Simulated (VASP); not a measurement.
# Zr2H3 (P-3m1) in VASP: notebook, part 2 of 3

VASP 6.6.1. The steps go on from the part before.

**3. Single point, PBE**

This run uses another cell than the first one, of 12.70 Å³/atom.

INCAR

```
ALGO = Normal
EDIFF = 1E-6
ENCUT = 520
GGA = PE
ISIF = 2
ISMEAR = 0
LASPH = T
LCHARG = F
LREAL = F
LWAVE = F
NBANDS = 22
NELM = 80
PREC = Accurate
SIGMA = 0.1
```

KPOINTS

```
k-points
0
Gamma
  6 6 4
```

POSCAR

```
Zr2H3
1.0
    3.6170019423     -0.0000000031      0.0000000000
   -1.8085009685      3.1324155691      0.0000000000
    0.0000000000      0.0000000000      5.6055632820
Zr H
2 3
Direct
    0.3333333333      0.6666666667      0.7748504424
    0.6666666667      0.3333333333      0.2251495576
    0.5000000000      0.0000000000      0.5000000000
    0.0000000000      0.5000000000      0.5000000000
    0.5000000000      0.5000000000      0.5000000000
```

Potentials or basis: VASP PAW PBE potentials, release 64 (Zr_sv, H).

Run with:

```
cat potpaw_PBE.64/Zr_sv/POTCAR potpaw_PBE.64/H/POTCAR > POTCAR
mpirun -np 1 vasp_std > vasp.out
```

OUTCAR:

```text
EDIFF = 1E-6
   ENCUT = 520
   GGA = PE
   ISIF = 2
   ISMEAR = 0
   LASPH = T
   LREAL = F
   NELM = 80
   PREC = Accurate

 ion  position               nearest neighbor table
   1  0.333  0.667  0.775-   4 1.86   3 1.86   5 1.86   2 3.28   2 3.28   2 3.28   2 3.72   2 3.72
                             2 3.72
   2  0.667  0.333  0.225-   4 1.86   3 1.86   5 1.86   1 3.28   1 3.28   1 3.28   1 3.72   1 3.72
                             1 3.72
   3  0.500  0.000  0.500-   1 1.86   2 1.86
   4  0.000  0.500  0.500-   1 1.86   2 1.86
   5  0.500  0.500  0.500-   1 1.86   2 1.86

  LATTYP: Found a hexagonal cell.
 ALAT       =     3.6170019423
 C/A-ratio  =     1.5497816621

  Lattice vectors:

 A1 = (   3.6170019423,  -0.0000000031,   0.0000000000)
 A2 = (  -1.8085009685,   3.1324155691,   0.0000000000)
 A3 = (   0.0000000000,   0.0000000000,   5.6055632820)

Analysis of symmetry for initial positions (statically):
=====================================================================
 Subroutine PRICEL returns:
 Original cell was already a primitive cell.

 Routine SETGRP: Setting up the symmetry group for a
 hexagonal supercell.

 Subroutine GETGRP returns: Found 12 space group operations
 (whereof 12 operations were pure point group operations)
 out of a pool of 24 trial point group operations.

The static configuration has the point symmetry D_3d.

Analysis of symmetry for dynamics (positions and initial velocities):
=====================================================================
 Subroutine PRICEL returns:
 Original cell was already a primitive cell.

 Routine SETGRP: Setting up the symmetry group for a
 hexagonal supercell.

 Subroutine GETGRP returns: Found 12 space group operations
 (whereof 12 operations were pure point group operations)
 out of a pool of 24 trial point group operations.

[... 122 lines left out ...]
   IALGO  =     38    algorithm
   IMIX   =      4    mixing-type and parameters
     AMIX     =   0.40;   BMIX     =  1.00
     AMIX_MAG =   1.60;   BMIX_MAG =  1.00
  volume/ion in A,a.u.               =      12.70        85.72
  Fermi-wavevector in a.u.,A,eV,Ry     =   1.230969  2.326193 20.616685  1.515284
  Thomas-Fermi vector in A             =   2.365796
   LORBIT       =      0    0 simple, 1 ext, 2 COOP (PROOUT), +10 PAW based schemes
   GGA     = PE    functional components
   LHFCALC =     F    Hartree Fock is set to
   AEXX    =    0.0000 exact exchange contribution
   IVDW    =     0    specifies the selected vdW correction
   LEPSILON=     F    determine dielectric tensor
   LRPA    =     F    only Hartree local field effects (RPA)
 non-spin polarized calculation
 Gauss-broadening in eV      SIGMA  =   0.10
  energy-cutoff  :      520.00
  volume of cell :       63.51
 maximum number of plane-waves:      1731
 NGX is ok and might be reduce to    28
   NGX = 13   NGY = 13   NGZ = 21

 number of electron      27.0000001 magnetization

 Free energy of the ion-electron system (eV)
  ---------------------------------------------------
  ext. energy  EPLUGINS =         0.00000000
  ---------------------------------------------------
  free energy    TOTEN  =       -26.22051284 eV

  energy without entropy =      -26.20282507  energy(sigma->0) =      -26.21166896

 E-fermi :   5.9049     XC(G=0): -10.2732

 val. band max:        5.8427917112   @ k =   0.3333   0.3333   0.0000
 cond. band min:       5.9073105364   @ k =   0.1667   0.1667   0.2500
 fundamental gap:      0.0645188252
 Fermi energy:         5.9049252395

 k-point     1 :       0.0000    0.0000    0.0000
  band No.  band energies     occupation
      1     -42.7161      2.00000
      2     -42.6484      2.00000
      3     -20.9725      2.00000
      4     -20.6974      2.00000
      5     -20.6974      2.00000
      6     -20.5936      2.00000
[... 589 lines left out ...]
     21      12.4349      0.00000
     22      12.4351      0.00000

------------------------ aborting loop because EDIFF is reached ----------------------------------------

  FORCE on cell =-STRESS in cart. coord.  units (eV):
  Direction    XX          YY          ZZ          XY          YZ          ZX
  --------------------------------------------------------------------------------------
  -------------------------------------------------------------------------------------
  Total        0.0059012      0.0059012     -0.0134249     -0.0000000     -0.0000000     -0.0000000
  in kB        0.1488694      0.1488694     -0.3386687     -0.0000000     -0.0000000     -0.0000000
  external PRESSURE =      -0.0136433 kB  Pullay stress =       0.0000000 kB

 VOLUME and BASIS-vectors are now :
 -----------------------------------------------------------------------------
  energy-cutoff  :      520.00
  volume of cell :       63.51
      direct lattice vectors                 reciprocal lattice vectors
     3.617001942 -0.000000003  0.000000000     0.276472066  0.159621222  0.000000000
    -1.808500968  3.132415569  0.000000000     0.000000000  0.319242444  0.000000000
     0.000000000  0.000000000  5.605563282     0.000000000  0.000000000  0.178394204

 POSITION                                       TOTAL-FORCE (eV/Angst)
 -----------------------------------------------------------------------------------
      0.00000      2.08828      4.34347        -0.000000      0.000000      0.010098
      1.80850      1.04414      1.26209         0.000000     -0.000000     -0.010098
      1.80850     -0.00000      2.80278        -0.000000     -0.000000      0.000000
     -0.90425      1.56621      2.80278        -0.000000     -0.000000      0.000000
      0.90425      1.56621      2.80278        -0.000000     -0.000000      0.000000
 -----------------------------------------------------------------------------------
    total drift:                                0.000000     -0.000000      0.000000

  FREE ENERGIE OF THE ION-ELECTRON SYSTEM (eV)
  ---------------------------------------------------
  free  energy   TOTEN  =       -26.2205128433 eV

  energy  without entropy=      -26.2028250748  energy(sigma->0) =      -26.21166896
```

OSZICAR:

```text
N       E                     dE             d eps       ncg     rms          rms(c)
DAV:   1     0.219183688399E+03    0.21918E+03   -0.14022E+04  1064   0.116E+03
DAV:   2    -0.114427138872E+02   -0.23063E+03   -0.22432E+03  1244   0.340E+02
DAV:   3    -0.288659835822E+02   -0.17423E+02   -0.17215E+02  1998   0.697E+01
DAV:   4    -0.294185680204E+02   -0.55258E+00   -0.54988E+00  1268   0.126E+01
DAV:   5    -0.294323882327E+02   -0.13820E-01   -0.13818E-01  1612   0.147E+00    0.196E+01
DAV:   6    -0.265327061198E+02    0.28997E+01   -0.56997E+00  1194   0.137E+01    0.656E+00
DAV:   7    -0.262185399094E+02    0.31417E+00   -0.14550E+00  1494   0.655E+00    0.132E+00
DAV:   8    -0.262188462325E+02   -0.30632E-03   -0.12246E-01  1334   0.213E+00    0.735E-01
DAV:   9    -0.262214092237E+02   -0.25630E-02   -0.18918E-02  1306   0.101E+00    0.246E-01
DAV:  10    -0.262205421992E+02    0.86702E-03   -0.24217E-03  1282   0.278E-01    0.444E-02
DAV:  11    -0.262205174667E+02    0.24733E-04   -0.25170E-04  1498   0.853E-02    0.156E-02
DAV:  12    -0.262205124315E+02    0.50352E-05   -0.10507E-05  1242   0.247E-02    0.442E-03
DAV:  13    -0.262205128433E+02   -0.41172E-06   -0.86229E-07   838   0.694E-03
   1 F= -.26220513E+02 E0= -.26211669E+02  d E =-.176878E-01
```

stdout:

```text
POSCAR found type information on POSCAR ZrH
 POSCAR found :  2 types and       5 ions
 scaLAPACK will be used
 LDA part: xc-table for (Slater+PW92), standard interpolation
 POSCAR, INCAR and KPOINTS ok, starting setup
 FFT: planning ... GRIDC
 FFT: planning ... GRID_SOFT
 FFT: planning ... GRID
 WAVECAR not read
 entering main loop
```

Wall time 44 s (1 thread of Intel Xeon Platinum 8375C at 2.90GHz (Ice Lake), shared host); peak memory 0.18 GiB.

Results:

- Free energy: -26.2205 eV
- Pressure: 0.0 GPa
- Largest force: 0.010 eV/Å
- Band gap on the k mesh: zero (an odd number of electrons rules out a gap without spin polarisation)

Forces in eV/Å, atoms in the order of the input:
```
Zr   0.000  0.000  0.010
Zr   0.000  0.000 -0.010
H    0.000  0.000  0.000
H    0.000  0.000  0.000
H    0.000  0.000  0.000
```

Levels at points of the mesh, in eV from the Fermi level:
```csv
k point,band 11,band 12,band 13,band 14,band 15,band 16
"(0.00, 0.00, 0.00)",-1.78,-1.23,-1.23,1.04,1.04,1.49
"(0.50, 0.00, 0.00)",-1.93,-1.34,-0.66,-0.36,1.76,3.34
"(0.00, 0.00, 0.50)",-1.34,-1.34,-1.12,0.94,0.94,1.17
"(0.50, 0.00, 0.50)",-1.50,-1.12,-0.61,-0.13,1.42,1.54
```

(Part 2 of 3 ends here.)
